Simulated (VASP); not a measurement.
Wanted: the native input for a VASP 6.6.1 run.

* Task: single point
* Functional: LDA
* Potentials or basis: VASP PAW LDA potentials, release 64 (Ge_d)
* Cutoff: 520 eV
* k mesh: 10 × 10 × 10
* Occupations: methfessel-paxton, width 0.6 eV
* Spin: no spin polarisation
* Dipole correction: no
* Further INCAR settings: ALGO = Normal; EDIFF = 1e-06; NBANDS = 21

The structure of Ge lies in POSCAR:

```
Ge
1.0
    0.0000000000      2.8147752533      2.8147752533
    2.8147752533      0.0000000000      2.8147752533
    2.8147752533      2.8147752533      0.0000000000
Ge
2
Direct
    0.5000000000      0.5000000000      0.5000000000
    0.7500000000      0.7500000000      0.7500000000
```

These files were run (other wordings do the same):

INCAR

```
PREC = Accurate
ENCUT = 520
EDIFF = 1E-6
ISMEAR = 1
SIGMA = 0.6
LREAL = False
LASPH = True
NELM = 60
ALGO = Normal
ISIF = 2
LWAVE = False
LCHARG = False
GGA = CA
NBANDS = 21
```

KPOINTS

```
Automatic mesh
0
Gamma
  10 10 10
```

Potentials or basis: VASP PAW LDA potentials, release 64 (Ge_d).

Command:

```bash
$ cat potpaw_LDA.64/Ge_d/POTCAR > POTCAR
$ mpirun -np 1 vasp_std > vasp.out
```

It gave:

The pressure is 0.0 GPa and the band gap on the k mesh is zero (filled and empty bands touch).

Caveat: so wide a smearing shifts energies and pressures; semilocal functionals underestimate gaps, so a narrow gap can read as zero.

Run time: 58 s on 1 thread of Intel Xeon 8259CL, on a shared host, peak memory 0.16 GiB.
